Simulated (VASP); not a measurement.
# NaCl (Pm-3m) in VASP: a series of runs

NaCl is run at these levels: PBE, LDA; tasks: single point.

Everything below comes from runs of VASP 6.6.1. Logs are shortened: lines on timing, memory, paths and dates and some standing lists are left out, and cuts for length are marked.

**1. The cell of the first run**

The structure is cubic, space group Pm-3m (No. 221). Conventional cell: a = 3.502 Å, b = 3.502 Å, c = 3.502 Å, α = 90.00°, β = 90.00°, γ = 90.00°. Na (site symmetry m-3m) has 8 Cl at 3.03 Å and 6 Na at 3.50 Å within 4.0 Å. Within 4.0 Å of Cl (site symmetry m-3m) lie 8 Na at 3.03 Å and 6 Cl at 3.50 Å.

**2. Single point, PBE**

INCAR

```
ALGO = Normal
EDIFF = 1E-6
ENCUT = 500
GGA = PE
GGA_COMPAT = F
ISIF = 2
ISMEAR = 0
ISYM = 0
LASPH = T
LCHARG = F
LREAL = F
LWAVE = F
NBANDS = 14
NELM = 120
PREC = Accurate
SIGMA = 0.1
```

KPOINTS

```
Automatic mesh
0
Gamma
  2 2 2
  0 0 0.5
```

POSCAR

```
NaCl
1.0
    3.5021900000      0.0000000000      0.0000000000
    0.0000000000      3.5021900000      0.0000000000
    0.0000000000      0.0000000000      3.5021900000
Na Cl
1 1
Direct
    0.0000000000      0.0000000000      0.0000000000
    0.5000000000      0.5000000000      0.5000000000
```

Potentials or basis: VASP PAW PBE potentials, release 64 (Na_pv, Cl).

Started as:

```bash
cat potpaw_PBE.64/Na_pv/POTCAR potpaw_PBE.64/Cl/POTCAR > POTCAR
mpirun -np 1 vasp_std > vasp.out
```

OUTCAR:

```text
EDIFF = 1E-6
   ENCUT = 500
   GGA = PE
   ISIF = 2
   ISMEAR = 0
   ISYM = 0
   LASPH = T
   LREAL = F
   NELM = 120
   PREC = Accurate

 ion  position               nearest neighbor table
   1  0.000  0.000  0.000-
   2  0.500  0.500  0.500-

IMPORTANT INFORMATION: All symmetrisations will be switched off!
NOSYMM: (Re-)initialisation of all symmetry stuff for point group C_1.

----------------------------------------------------------------------------------------

                                     Primitive cell

  volume of cell :      42.9555

  direct lattice vectors                    reciprocal lattice vectors
     3.502190000  0.000000000  0.000000000     0.285535622  0.000000000  0.000000000
     0.000000000  3.502190000  0.000000000     0.000000000  0.285535622  0.000000000
     0.000000000  0.000000000  3.502190000     0.000000000  0.000000000  0.285535622

  length of vectors
     3.502190000  3.502190000  3.502190000     0.285535622  0.285535622  0.285535622

  position of ions in fractional coordinates (direct lattice)
     0.000000000  0.000000000  0.000000000
     0.500000000  0.500000000  0.500000000

  ion indices of the primitive-cell ions
   primitive index   ion index
                 1           1
                 2           2

----------------------------------------------------------------------------------------

 KPOINTS: Automatic mesh

Automatic generation of k-mesh.
 Grid dimensions read from file:
 generate k-points for:    2    2    2

 Generating k-lattice:

  Cartesian coordinates                     Fractional coordinates (reciprocal lattice)
     0.142767811  0.000000000  0.000000000     0.500000000  0.000000000  0.000000000
     0.000000000  0.142767811  0.000000000     0.000000000  0.500000000  0.000000000
     0.000000000  0.000000000  0.142767811     0.000000000  0.000000000  0.500000000

  Length of vectors
     0.142767811  0.142767811  0.142767811

  Shift w.r.t. Gamma in fractional coordinates (k-lattice)
     0.000000000  0.000000000  0.500000000

 Subroutine IBZKPT returns following result:
 ===========================================

 Found     12 irreducible k-points:

 Following reciprocal coordinates:
            Coordinates               Weight
  0.000000  0.000000  0.250000      2.000000
  0.250000  0.000000  0.000000      2.000000
  0.000000  0.250000  0.000000      2.000000
  0.500000  0.000000  0.250000      2.000000
  0.250000  0.500000  0.000000      2.000000
  0.000000  0.250000  0.500000      2.000000
  0.000000  0.500000  0.250000      2.000000
  0.500000  0.250000  0.000000      2.000000
 -0.250000  0.000000  0.500000      2.000000
  0.500000  0.500000  0.250000      2.000000
  0.250000  0.500000  0.500000      2.000000
  0.500000  0.250000  0.500000      2.000000
   k-points           NKPTS =     12   k-points in BZ     NKDIM =     12   number of bands    NBANDS=     14
   number of dos      NEDOS =    301   number of ions     NIONS =      2
   total plane-waves  NPLWV =  21952
   dimension x,y,z NGX =    28 NGY =   28 NGZ =   28
   dimension x,y,z NGXF=    56 NGYF=   56 NGZF=   56
   ions per type =               1   1
   NGX,Y,Z   is equivalent  to a cutoff of  13.29, 13.29, 13.29 a.u.
   NGXF,Y,Z  is equivalent  to a cutoff of  26.58, 26.58, 26.58 a.u.
 SYSTEM =  unknown system
   PREC   = accura    normal or accurate (medium, high low for compatibility)
   ISTART =      0    job   : 0-new  1-cont  2-samecut
   ICHARG =      2    charge: 1-file 2-atom 10-const
   ISPIN  =      1    spin polarized calculation?
   LNONCOLLINEAR =      F non collinear calculations
   LSORBIT =      F    spin-orbit coupling
   LASPH  =      T    aspherical Exc in radial PAW
   ENCUT  =  500.0 eV  36.75 Ry    6.06 a.u.   6.39  6.39  6.39*2*pi/ulx,y,z
   NELM   =    120;   NELMIN=  2; NELMDL= -5     # of ELM steps
   EDIFF  = 0.1E-05   stopping-criterion for ELM
   LREAL  =      F    real-space projection
   EDIFFG = 0.1E-04   stopping-criterion for IOM
   NSW    =      0    number of steps for IOM
   IBRION =     -1    ionic relax: 0-MD 1-quasi-New 2-CG
   NFREE  =      0    steps in history (QN), initial steepest desc. (CG)
   ISIF   =      2    stress and relaxation
   ISYM   =      0    0-nonsym 1-usesym 2-fastsym
   POTIM  = 0.5000    time-step for ionic-motion
   TEBEG  =    0.0;   TEEND  =   0.0 temperature during run
   PSTRESS=    0.0 pullay stress
   NELECT =      14.0000    total number of electrons
   NUPDOWN=      -1.0000    fix difference up-down
   EMIN   =  10.00;   EMAX   =-10.00  energy-range for DOS
   EFERMI =   0.00;   METHOD = LEGACY
   ISMEAR =     0;   SIGMA  =   0.10  broadening in eV -4-tet -1-fermi 0-gaus
   EFERMI_NEDOS =   21; number of points for ismear=-14 and -15
   IALGO  =     38    algorithm
   IMIX   =      4    mixing-type and parameters
     AMIX     =   0.40;   BMIX     =  1.00
     AMIX_MAG =   1.60;   BMIX_MAG =  1.00
  volume/ion in A,a.u.               =      21.48       144.94
  Fermi-wavevector in a.u.,A,eV,Ry     =   1.126621  2.129005 17.269530  1.269275
  Thomas-Fermi vector in A             =   2.263304
   LORBIT       =      0    0 simple, 1 ext, 2 COOP (PROOUT), +10 PAW based schemes
   GGA     = PE    functional components
   LHFCALC =     F    Hartree Fock is set to
   AEXX    =    0.0000 exact exchange contribution
   IVDW    =     0    specifies the selected vdW correction
   LEPSILON=     F    determine dielectric tensor
   LRPA    =     F    only Hartree local field effects (RPA)
 non-spin polarized calculation
 Gauss-broadening in eV      SIGMA  =   0.10
  energy-cutoff  :      500.00
  volume of cell :       42.96
 maximum number of plane-waves:      1097
 NGX is ok and might be reduce to    28
   NGX = 13   NGY = 13   NGZ = 13

 number of electron      13.9999982 magnetization

 Free energy of the ion-electron system (eV)
  ---------------------------------------------------
  ext. energy  EPLUGINS =         0.00000000
  ---------------------------------------------------
  free energy    TOTEN  =        -6.30499288 eV

  energy without entropy =       -6.30499288  energy(sigma->0) =       -6.30499288

 E-fermi :   0.9533     XC(G=0):  -8.4070

 val. band max:        0.3850525713   @ k =   0.2500   0.5000   0.0000
 cond. band min:       5.7946725260   @ k =   0.2500   0.0000   0.0000
 fundamental gap:      5.4096199547
 Fermi energy:         0.9533283738

 k-point     1 :       0.0000    0.0000    0.2500
  band No.  band energies     occupation
      1     -21.7172      2.00000
      2     -21.6952      2.00000
      3     -21.6952      2.00000
      4     -12.6792      2.00000
      5      -1.4140      2.00000
      6       0.1372      2.00000
      7       0.1372      2.00000
      8       5.7947      0.00000
      9       9.7166      0.00000
     10       9.8522      0.00000
     11      13.4856      0.00000
     12      13.4856      0.00000
     13      15.5472      0.00000
     14      16.1321      0.00000

 k-point     2 :       0.2500    0.0000    0.0000
  band No.  band energies     occupation
      1     -21.7172      2.00000
      2     -21.6952      2.00000
      3     -21.6952      2.00000
      4     -12.6792      2.00000
      5      -1.4140      2.00000
      6       0.1372      2.00000
      7       0.1372      2.00000
      8       5.7947      0.00000
      9       9.7166      0.00000
     10       9.8522      0.00000
     11      13.4856      0.00000
     12      13.4856      0.00000
     13      15.5472      0.00000
     14      16.1321      0.00000

 k-point     3 :       0.0000    0.2500    0.0000
  band No.  band energies     occupation
      1     -21.7172      2.00000
      2     -21.6952      2.00000
      3     -21.6952      2.00000
      4     -12.6792      2.00000
      5      -1.4140      2.00000
      6       0.1372      2.00000
      7       0.1372      2.00000
      8       5.7947      0.00000
      9       9.7166      0.00000
     10       9.8522      0.00000
     11      13.4856      0.00000
     12      13.4856      0.00000
     13      15.5472      0.00000
     14      16.1321      0.00000

 k-point     4 :       0.5000    0.0000    0.2500
  band No.  band energies     occupation
      1     -21.7329      2.00000
      2     -21.7111      2.00000
      3     -21.6918      2.00000
      4     -12.3621      2.00000
      5      -2.1319      2.00000
      6      -0.8727      2.00000
      7       0.3851      2.00000
      8       7.3769      0.00000
      9       8.7238      0.00000
     10      11.2741      0.00000
     11      11.9905      0.00000
     12      12.6251      0.00000
     13      14.3959      0.00000
     14      17.0751      0.00000

 k-point     5 :       0.2500    0.5000    0.0000
  band No.  band energies     occupation
      1     -21.7329      2.00000
      2     -21.7111      2.00000
      3     -21.6918      2.00000
      4     -12.3621      2.00000
      5      -2.1319      2.00000
      6      -0.8727      2.00000
      7       0.3851      2.00000
      8       7.3769      0.00000
      9       8.7238      0.00000
     10      11.2741      0.00000
     11      11.9905      0.00000
     12      12.6251      0.00000
     13      14.3959      0.00000
     14      17.0751      0.00000

 k-point     6 :       0.0000    0.2500    0.5000
  band No.  band energies     occupation
      1     -21.7329      2.00000
      2     -21.7111      2.00000
      3     -21.6918      2.00000
      4     -12.3621      2.00000
      5      -2.1319      2.00000
      6      -0.8727      2.00000
      7       0.3851      2.00000
      8       7.3769      0.00000
      9       8.7238      0.00000
     10      11.2741      0.00000
     11      11.9905      0.00000
     12      12.6251      0.00000
     13      14.3959      0.00000
     14      17.0752      0.00000

 k-point     7 :       0.0000    0.5000    0.2500
  band No.  band energies     occupation
      1     -21.7329      2.00000
      2     -21.7111      2.00000
      3     -21.6918      2.00000
      4     -12.3621      2.00000
      5      -2.1319      2.00000
      6      -0.8727      2.00000
      7       0.3851      2.00000
      8       7.3769      0.00000
      9       8.7238      0.00000
     10      11.2741      0.00000
     11      11.9905      0.00000
     12      12.6251      0.00000
     13      14.3959      0.00000
     14      17.0753      0.00000

 k-point     8 :       0.5000    0.2500    0.0000
  band No.  band energies     occupation
      1     -21.7329      2.00000
      2     -21.7111      2.00000
      3     -21.6918      2.00000
      4     -12.3621      2.00000
      5      -2.1319      2.00000
      6      -0.8727      2.00000
      7       0.3851      2.00000
      8       7.3769      0.00000
      9       8.7238      0.00000
     10      11.2741      0.00000
     11      11.9905      0.00000
     12      12.6251      0.00000
     13      14.3959      0.00000
     14      17.0760      0.00000

 k-point     9 :      -0.2500    0.0000    0.5000
  band No.  band energies     occupation
      1     -21.7329      2.00000
      2     -21.7111      2.00000
      3     -21.6918      2.00000
      4     -12.3621      2.00000
      5      -2.1319      2.00000
      6      -0.8727      2.00000
      7       0.3851      2.00000
      8       7.3769      0.00000
      9       8.7238      0.00000
     10      11.2741      0.00000
     11      11.9905      0.00000
     12      12.6251      0.00000
     13      14.3959      0.00000
     14      17.0753      0.00000

 k-point    10 :       0.5000    0.5000    0.2500
  band No.  band energies     occupation
      1     -21.7260      2.00000
      2     -21.7260      2.00000
      3     -21.7068      2.00000
      4     -12.0906      2.00000
      5      -1.5614      2.00000
      6      -1.5614      2.00000
      7      -0.5049      2.00000
      8       6.6214      0.00000
      9       8.9127      0.00000
     10       8.9127      0.00000
     11      12.8193      0.00000
     12      14.2878      0.00000
     13      15.4104      0.00000
     14      15.4104      0.00000

 k-point    11 :       0.2500    0.5000    0.5000
  band No.  band energies     occupation
      1     -21.7260      2.00000
      2     -21.7260      2.00000
      3     -21.7068      2.00000
      4     -12.0906      2.00000
      5      -1.5614      2.00000
      6      -1.5614      2.00000
      7      -0.5049      2.00000
      8       6.6214      0.00000
      9       8.9127      0.00000
     10       8.9127      0.00000
     11      12.8193      0.00000
     12      14.2878      0.00000
     13      15.4104      0.00000
     14      15.4104      0.00000

 k-point    12 :       0.5000    0.2500    0.5000
  band No.  band energies     occupation
      1     -21.7260      2.00000
      2     -21.7260      2.00000
      3     -21.7068      2.00000
      4     -12.0906      2.00000
      5      -1.5614      2.00000
      6      -1.5614      2.00000
      7      -0.5049      2.00000
      8       6.6214      0.00000
      9       8.9127      0.00000
     10       8.9127      0.00000
     11      12.8193      0.00000
     12      14.2878      0.00000
     13      15.4104      0.00000
     14      15.4104      0.00000

------------------------ aborting loop because EDIFF is reached ----------------------------------------

  FORCE on cell =-STRESS in cart. coord.  units (eV):
  Direction    XX          YY          ZZ          XY          YZ          ZX
  --------------------------------------------------------------------------------------
  -------------------------------------------------------------------------------------
  Total        0.3645463      0.3645418      0.3645545     -0.0000005     -0.0000014     -0.0000040
  in kB       13.5970343     13.5968674     13.5973380     -0.0000201     -0.0000533     -0.0001475
  external PRESSURE =      13.5970799 kB  Pullay stress =       0.0000000 kB

 VOLUME and BASIS-vectors are now :
 -----------------------------------------------------------------------------
  energy-cutoff  :      500.00
  volume of cell :       42.96
      direct lattice vectors                 reciprocal lattice vectors
     3.502190000  0.000000000  0.000000000     0.285535622  0.000000000  0.000000000
     0.000000000  3.502190000  0.000000000     0.000000000  0.285535622  0.000000000
     0.000000000  0.000000000  3.502190000     0.000000000  0.000000000  0.285535622

 POSITION                                       TOTAL-FORCE (eV/Angst)
 -----------------------------------------------------------------------------------
      0.00000      0.00000      0.00000         0.000000      0.000004      0.000002
      1.75110      1.75110      1.75110        -0.000000     -0.000004     -0.000002
 -----------------------------------------------------------------------------------
    total drift:                                0.000000     -0.000014     -0.000005

  FREE ENERGIE OF THE ION-ELECTRON SYSTEM (eV)
  ---------------------------------------------------
  free  energy   TOTEN  =        -6.3049928798 eV

  energy  without entropy=       -6.3049928798  energy(sigma->0) =       -6.30499288
```

It took 3.2 s on 1 thread of Intel Xeon Platinum 8481C at 2.70GHz (Sapphire Rapids), shared host; peak memory 0.14 GiB.

What came out:

```
Free energy            : -6.3050 eV
Pressure               : 1.4 GPa
Band gap on the k mesh : 5.41 eV, indirect (least direct gap 5.66 eV)
```

Caveat: the k points lie up to 0.90 Å⁻¹ apart.

[end of part 1 of 2]
